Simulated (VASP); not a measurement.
# Pb (I4/mmm) in VASP: single point with PBEsol

Aim: the single point of Pb with PBEsol.

All numbers are computed with VASP 6.6.1; they aren't measurements. Logs are shortened: lines on timing, memory, paths and dates and some standing lists are left out, and cuts for length are marked.

**1. The cell of the first run**

The structure is tetragonal, space group I4/mmm (No. 139). The conventional cell has a = 4.005 Å, b = 4.005 Å, c = 3.250 Å, α = 90.00°, β = 90.00°, γ = 90.00°. Pb (site symmetry 4/mmm) has 14 Pb at 3.25 to 4.00 Å within 4.3 Å.

**2. Single point, PBEsol (Si replaced by Pb, lengths x 1.189, strained)**

INCAR reads:

```
PREC = Accurate
ENCUT = 520
EDIFF = 1E-6
ISMEAR = 0
SIGMA = 0.1
LREAL = False
LASPH = True
NELM = 80
ALGO = Fast
ISIF = 2
LWAVE = False
LCHARG = False
GGA = PS
NBANDS = 13
```

KPOINTS reads:

```
Automatic mesh
0
Gamma
  8 8 8
```

POSCAR reads:

```
Pb
1.0
   -2.0022503602      2.0022503602      1.6249349422
    2.0022503602     -2.0022503602      1.6249349422
    2.0022503602      2.0022503602     -1.6249349422
Pb
1
Direct
    0.0000000000      0.0000000000      0.0000000000
```

Potentials or basis: VASP PAW PBE potentials, release 64 (Pb_d).

Started as:

```bash
cat potpaw_PBE.64/Pb_d/POTCAR > POTCAR
mpirun -np 1 vasp_std > vasp.out
```

OUTCAR:

```text
PREC = Accurate
   ENCUT = 520
   EDIFF = 1E-6
   ISMEAR = 0
   LREAL = False
   LASPH = True
   NELM = 80
   ISIF = 2
   GGA = PS

 ion  position               nearest neighbor table
   1  0.000  0.000  0.000-

  LATTYP: Found a body centered tetragonal cell.
 ALAT       =     4.0045007204
 C/A-ratio  =     0.8115543263

  Lattice vectors:

 A1 = (  -2.0022503602,   2.0022503602,   1.6249349422)
 A2 = (   2.0022503602,  -2.0022503602,   1.6249349422)
 A3 = (   2.0022503602,   2.0022503602,  -1.6249349422)

Analysis of symmetry for initial positions (statically):
=====================================================================
 Subroutine PRICEL returns:
 Original cell was already a primitive cell.

 Routine SETGRP: Setting up the symmetry group for a
 body centered tetragonal supercell.

 Subroutine GETGRP returns: Found 16 space group operations
 (whereof 16 operations were pure point group operations)
 out of a pool of 16 trial point group operations.

The static configuration has the point symmetry D_4h.

Analysis of symmetry for dynamics (positions and initial velocities):
=====================================================================
 Subroutine PRICEL returns:
 Original cell was already a primitive cell.

 Routine SETGRP: Setting up the symmetry group for a
 body centered tetragonal supercell.

 Subroutine GETGRP returns: Found 16 space group operations
 (whereof 16 operations were pure point group operations)
 out of a pool of 16 trial point group operations.

The dynamic configuration has the point symmetry D_4h.

 Subroutine INISYM returns: Found 16 space group operations
 (whereof 16 operations are pure point group operations),
 and found     1 'primitive' translations

----------------------------------------------------------------------------------------

                                     Primitive cell

  volume of cell :      26.0575

  direct lattice vectors                    reciprocal lattice vectors
    -2.002250360  2.002250360  1.624934942     0.000000000  0.249719021  0.307704627
     2.002250360 -2.002250360  1.624934942     0.249719021  0.000000000  0.307704627
     2.002250360  2.002250360 -1.624934942     0.249719021  0.249719021  0.000000000

  length of vectors
     3.264724579  3.264724579  3.264724579     0.396284906  0.396284906  0.353156026

  position of ions in fractional coordinates (direct lattice)
     0.000000000  0.000000000  0.000000000

  ion indices of the primitive-cell ions
   primitive index   ion index
                 1           1

----------------------------------------------------------------------------------------

 KPOINTS: Automatic mesh

Automatic generation of k-mesh.
 Grid dimensions read from file:
 generate k-points for:    8    8    8

 Generating k-lattice:

  Cartesian coordinates                     Fractional coordinates (reciprocal lattice)
     0.000000000  0.031214878  0.038463078     0.125000000 -0.000000000  0.000000000
     0.031214878  0.000000000  0.038463078    -0.000000000  0.125000000  0.000000000
     0.031214878  0.031214878  0.000000000     0.000000000  0.000000000  0.125000000

  Length of vectors
     0.049535613  0.049535613  0.044144503

  Shift w.r.t. Gamma in fractional coordinates (k-lattice)
     0.000000000  0.000000000  0.000000000

 Subroutine IBZKPT returns following result:
 ===========================================

 Found     59 irreducible k-points:

 Following reciprocal coordinates:
            Coordinates               Weight
  0.000000  0.000000  0.000000      1.000000
  0.125000  0.000000  0.000000      8.000000
  0.250000  0.000000  0.000000      8.000000
  0.375000  0.000000  0.000000      8.000000
  0.500000  0.000000  0.000000      4.000000
  0.125000  0.125000  0.000000      8.000000
[... 16 lines left out ...]
  0.250000  0.125000  0.125000     16.000000
  0.375000  0.125000  0.125000      8.000000
 [... further k-points ...]
   k-points           NKPTS =     59   k-points in BZ     NKDIM =     59   number of bands    NBANDS=     13
   number of dos      NEDOS =    301   number of ions     NIONS =      1
   total plane-waves  NPLWV =  13824
   dimension x,y,z NGX =    24 NGY =   24 NGZ =   24
   dimension x,y,z NGXF=    48 NGYF=   48 NGZF=   48
   ions per type =               1
   NGX,Y,Z   is equivalent  to a cutoff of  12.22, 12.22, 12.22 a.u.
   NGXF,Y,Z  is equivalent  to a cutoff of  24.44, 24.44, 24.44 a.u.
 SYSTEM =  unknown system
   PREC   = accura    normal or accurate (medium, high low for compatibility)
   ISTART =      0    job   : 0-new  1-cont  2-samecut
   ICHARG =      2    charge: 1-file 2-atom 10-const
   ISPIN  =      1    spin polarized calculation?
   LNONCOLLINEAR =      F non collinear calculations
   LSORBIT =      F    spin-orbit coupling
   LASPH  =      T    aspherical Exc in radial PAW
   ENCUT  =  520.0 eV  38.22 Ry    6.18 a.u.   6.07  6.07  6.07*2*pi/ulx,y,z
   NELM   =     80;   NELMIN=  2; NELMDL= -5     # of ELM steps
   EDIFF  = 0.1E-05   stopping-criterion for ELM
   LREAL  =      F    real-space projection
   EDIFFG = 0.1E-04   stopping-criterion for IOM
   NSW    =      0    number of steps for IOM
   IBRION =     -1    ionic relax: 0-MD 1-quasi-New 2-CG
   NFREE  =      0    steps in history (QN), initial steepest desc. (CG)
   ISIF   =      2    stress and relaxation
   ISYM   =      2    0-nonsym 1-usesym 2-fastsym
   POTIM  = 0.5000    time-step for ionic-motion
   TEBEG  =    0.0;   TEEND  =   0.0 temperature during run
   PSTRESS=    0.0 pullay stress
   NELECT =      14.0000    total number of electrons
   NUPDOWN=      -1.0000    fix difference up-down
   EMIN   =  10.00;   EMAX   =-10.00  energy-range for DOS
   EFERMI =   0.00;   METHOD = LEGACY
   ISMEAR =     0;   SIGMA  =   0.10  broadening in eV -4-tet -1-fermi 0-gaus
   EFERMI_NEDOS =   21; number of points for ismear=-14 and -15
   IALGO  =     68    algorithm
   IMIX   =      4    mixing-type and parameters
     AMIX     =   0.40;   BMIX     =  1.00
     AMIX_MAG =   1.60;   BMIX_MAG =  1.00
  volume/ion in A,a.u.               =      26.06       175.84
  Fermi-wavevector in a.u.,A,eV,Ry     =   1.330883  2.515005 24.099319  1.771250
  Thomas-Fermi vector in A             =   2.459936
   LORBIT       =      0    0 simple, 1 ext, 2 COOP (PROOUT), +10 PAW based schemes
   GGA     = PS    functional components
   LHFCALC =     F    Hartree Fock is set to
   AEXX    =    0.0000 exact exchange contribution
   IVDW    =     0    specifies the selected vdW correction
   LEPSILON=     F    determine dielectric tensor
   LRPA    =     F    only Hartree local field effects (RPA)
 non-spin polarized calculation
 RMM-DIIS sequential band-by-band and
 Gauss-broadening in eV      SIGMA  =   0.10
  energy-cutoff  :      520.00
  volume of cell :       26.06
 maximum number of plane-waves:       720
   NGX = 13   NGY = 13   NGZ = 13

 number of electron      13.9999998 magnetization

 Free energy of the ion-electron system (eV)
  ---------------------------------------------------
  ext. energy  EPLUGINS =         0.00000000
  ---------------------------------------------------
  free energy    TOTEN  =        -3.86798536 eV

  energy without entropy =       -3.86593467  energy(sigma->0) =       -3.86696001

 E-fermi :   8.9669     XC(G=0): -11.0857

 val. band max:        8.9619753092   @ k =   0.5000   0.5000   0.3750
 cond. band min:       9.0500169175   @ k =  -0.2500  -0.2500   0.2500
 fundamental gap:      0.0880416083
 Fermi energy:         8.9668725620

 k-point     1 :       0.0000    0.0000    0.0000
  band No.  band energies     occupation
      1      -8.4152      2.00000
      2      -8.1893      2.00000
      3      -8.1717      2.00000
      4      -8.1717      2.00000
      5      -7.8706      2.00000
      6      -4.0164      2.00000
      7      16.2127      0.00000
      8      16.2127      0.00000
      9      19.9028      0.00000
     10      20.5740      0.00000
     11      21.0377      0.00000
     12      21.0518      0.00000
     13      21.0519      0.00000

 k-point     2 :       0.1250    0.0000    0.0000
  band No.  band energies     occupation
      1      -8.3813      2.00000
      2      -8.1885      2.00000
      3      -8.1580      2.00000
      4      -8.1279      2.00000
      5      -7.8944      2.00000
      6      -3.6083      2.00000
      7      15.0953      0.00000
      8      15.4133      0.00000
      9      16.9916      0.00000
     10      19.8514      0.00000
     11      20.0418      0.00000
     12      21.8550      0.00000
     13      22.0957      0.00000

 k-point     3 :       0.2500    0.0000    0.0000
  band No.  band energies     occupation
      1      -8.3949      2.00000
      2      -8.2466      2.00000
      3      -8.0225      2.00000
      4      -7.9848      2.00000
      5      -7.9411      2.00000
      6      -2.3640      2.00000
      7      11.3047      0.00000
      8      13.9259      0.00000
      9      14.6741      0.00000
     10      18.0388      0.00000
     11      18.7461      0.00000
     12      22.0482      0.00000
     13      24.4657      0.00000
[... 305 lines left out ...]
 k-point    23 :       0.2500    0.1250    0.1250
  band No.  band energies     occupation
      1      -8.3879      2.00000
      2      -8.2855      2.00000
      3      -7.9738      2.00000
      4      -7.9439      2.00000
      5      -7.8288      2.00000
      6       0.2211      2.00000
      7       7.1375      2.00000
      8      10.1404      0.00000
      9      11.6297      0.00000
     10      20.3134      0.00000
     11      21.5356      0.00000
     12      23.0474      0.00000
     13      24.4886      0.00000

 k-point    24 :       0.3750    0.1250    0.1250
  band No.  band energies     occupation
      1      -8.4063      2.00000
      2      -8.3009      2.00000
      3      -7.9822      2.00000
      4      -7.8800      2.00000
      5      -7.7958      2.00000
      6       1.8489      2.00000
      7       5.1048      2.00000
      8       9.7598      0.00000
      9      10.7852      0.00000
     10      20.4304      0.00000
     11      20.9653      0.00000
     12      23.2045      0.00000
     13      26.6576      0.00000

 [... further k-points ...]

------------------------ aborting loop because EDIFF is reached ----------------------------------------

  FORCE on cell =-STRESS in cart. coord.  units (eV):
  Direction    XX          YY          ZZ          XY          YZ          ZX
  --------------------------------------------------------------------------------------
  -------------------------------------------------------------------------------------
  Total        1.3890316      1.3890316      1.8317199      0.0000000      0.0000000      0.0000000
  in kB       85.4063155     85.4063155    112.6255471      0.0000000      0.0000000      0.0000000
  external PRESSURE =      94.4793927 kB  Pullay stress =       0.0000000 kB

 VOLUME and BASIS-vectors are now :
 -----------------------------------------------------------------------------
  energy-cutoff  :      520.00
  volume of cell :       26.06
      direct lattice vectors                 reciprocal lattice vectors
    -2.002250360  2.002250360  1.624934942     0.000000000  0.249719021  0.307704627
     2.002250360 -2.002250360  1.624934942     0.249719021  0.000000000  0.307704627
     2.002250360  2.002250360 -1.624934942     0.249719021  0.249719021  0.000000000

 POSITION                                       TOTAL-FORCE (eV/Angst)
 -----------------------------------------------------------------------------------
      0.00000      0.00000      0.00000        -0.000000     -0.000000      0.000000
 -----------------------------------------------------------------------------------
    total drift:                               -0.000000      0.000000      0.000000

  FREE ENERGIE OF THE ION-ELECTRON SYSTEM (eV)
  ---------------------------------------------------
  free  energy   TOTEN  =        -3.8679853618 eV

  energy  without entropy=       -3.8659346666  energy(sigma->0) =       -3.86696001
```

Wall time 17 s (1 thread of AMD EPYC 7R13 (Zen 3), shared host); peak memory 0.12 GiB.

What came out:

| Item | Value |
| --- | --- |
| Free energy | -3.8680 eV |
| Pressure | 9.4 GPa |
| Band gap on the k mesh | zero (band 7 reaches 16.21 eV, above the bottom of band 8 at 7.09 eV) |

Stress tensor (GPa, compression positive):
```
 8.54  0.00  0.00
 0.00  8.54  0.00
 0.00  0.00 11.26
```

Caveat: the cell differs from its parent crystal (Si replaced by Pb, lengths x 1.189, strained); the PAW data sets were made with another functional, which shifts forces and pressure a little; spin-orbit coupling is left out, which moves the levels of the heavy elements.
